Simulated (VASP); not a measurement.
BN: single point with r2SCAN

BN:

```xyz
4
Lattice="2.5058 0.0000 0.0000 -1.2529 2.1701 0.0000 0.0000 0.0000 4.2077" Properties=species:S:1:pos:R:3 pbc="T T T"
B     1.2529    0.7234    4.2069
B     0.0000    1.4467    2.1030
N     1.2529    0.7234    2.6307
N     0.0000    1.4467    0.5268
```

This cell differs from its parent crystal: strain -0.0150 x Voigt [1, 1, 0, 0, 0, 0].

```
Program                : VASP 6.6.1
Task                   : single point
Functional             : r2SCAN
Potentials or basis    : VASP PAW PBE potentials, release 64 (B, N)
Cutoff                 : 520 eV
k mesh                 : 12 × 12 × 6
Occupations            : gaussian, width 0.05 eV
Spin                   : no spin polarisation
Dipole correction      : no
Further INCAR settings : ALGO = Normal; EDIFF = 1e-07; NBANDS = 16
```

```
Pressure               : 13.8 GPa
Largest force          : 0.041 eV/Å
Band gap on the k mesh : 5.62 eV, indirect (least direct gap 8.97 eV)
```

Forces in eV/Å, atoms in the order of the input:
```
B    0.000  0.000 -0.041
B    0.000  0.000 -0.041
N    0.000  0.000  0.041
N    0.000  0.000  0.041
```

Stress tensor (GPa, compression positive):
```
19.21  0.00  0.00
 0.00 19.21  0.00
 0.00  0.00  3.06
```

Levels at points of the mesh, in eV from the valence-band top:
```
           k point  band 5  band 6  band 7  band 8  band 9  band 10  band 11  band 12
(0.00, 0.00, 0.00)   -2.16   -0.35    0.00    0.00    8.97     9.35     9.35    10.93
(0.50, 0.00, 0.00)   -7.37   -5.27   -4.66   -2.33    7.57     8.59    11.64    12.59
(0.00, 0.00, 0.50)   -1.19   -1.19   -1.19   -1.19   10.74    10.74    10.95    10.95
(0.50, 0.00, 0.50)   -4.02   -4.02   -3.91   -3.91    7.25     7.25    10.85    10.85
```

Wall time 74 s on 1 thread of Intel Xeon 6975P-C, on a shared host, peak memory 0.15 GiB.

Caveat: the cell differs from its parent crystal (strain -0.0150 x Voigt [1, 1, 0, 0, 0, 0]); the PAW data sets were made with another functional, which shifts forces and pressure a little. A k mesh can miss the band edges.
